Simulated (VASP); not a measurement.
# CdCl: single point with PBE

The system is CdCl.

```
Cd Cl
1.0
     6.82627    0.00000    0.00000
     0.00000    4.03561    0.00000
     0.00000    0.00000    4.04010
Cd Cl
2 2
Direct
  0.75000 0.00000 0.50097
  0.25000 0.00000 0.49903
  0.75000 0.50000 0.00080
  0.25000 0.50000 0.99920
```

| Item | Value |
| --- | --- |
| Program | VASP 6.6.1 |
| Task | single point |
| Functional | PBE |
| Potentials or basis | VASP PAW PBE potentials, release 64 (Cd, Cl) |
| Cutoff | 520 eV |
| k mesh | 8 × 12 × 12 |
| Occupations | gaussian, width 0.1 eV |
| Spin | no spin polarisation |
| Dipole correction | no |
| Further INCAR settings | ALGO = Normal; EDIFF = 1e-06; NBANDS = 27 |

```
Pressure               : 0.1 GPa
Band gap on the k mesh : zero (bands 19 and 20 overlap by 2.70 eV)
```

Stress tensor (GPa, compression positive):
```
0.02 0.00 0.00
0.00 0.14 0.00
0.00 0.00 0.12
```

Levels at points of the mesh, in eV from the Fermi level:
```tsv
k point	band 15	band 16	band 17	band 18	band 19	band 20	band 21	band 22	band 23	band 24
(0.00, 0.00, 0.00)	-3.86	-3.52	-3.52	-2.86	-2.26	-0.16	1.82	5.94	7.44	7.45
(0.50, 0.00, 0.00)	-3.70	-3.70	-3.69	-3.69	-1.77	-1.77	5.05	5.05	6.54	6.54
(0.00, 0.50, 0.00)	-4.02	-2.98	-2.73	-2.07	0.76	0.87	2.09	3.13	4.20	4.78
(0.50, 0.50, 0.00)	-3.17	-3.17	-2.86	-2.86	0.93	0.93	3.00	3.00	5.02	5.02
(0.00, 0.00, 0.50)	-4.02	-2.98	-2.73	-2.07	0.76	0.87	2.10	3.13	4.21	4.79
(0.50, 0.00, 0.50)	-3.17	-3.17	-2.86	-2.86	0.93	0.93	3.01	3.01	5.01	5.01
(0.00, 0.50, 0.50)	-4.45	-4.45	-3.96	-2.24	-2.06	0.40	2.11	5.35	5.36	5.55
(0.50, 0.50, 0.50)	-4.73	-4.73	-3.10	-3.10	-1.48	-1.48	5.57	5.57	5.58	5.58
```

It took 15 min on 1 thread of Intel Xeon 8259CL (shared host), peak memory 0.65 GiB.
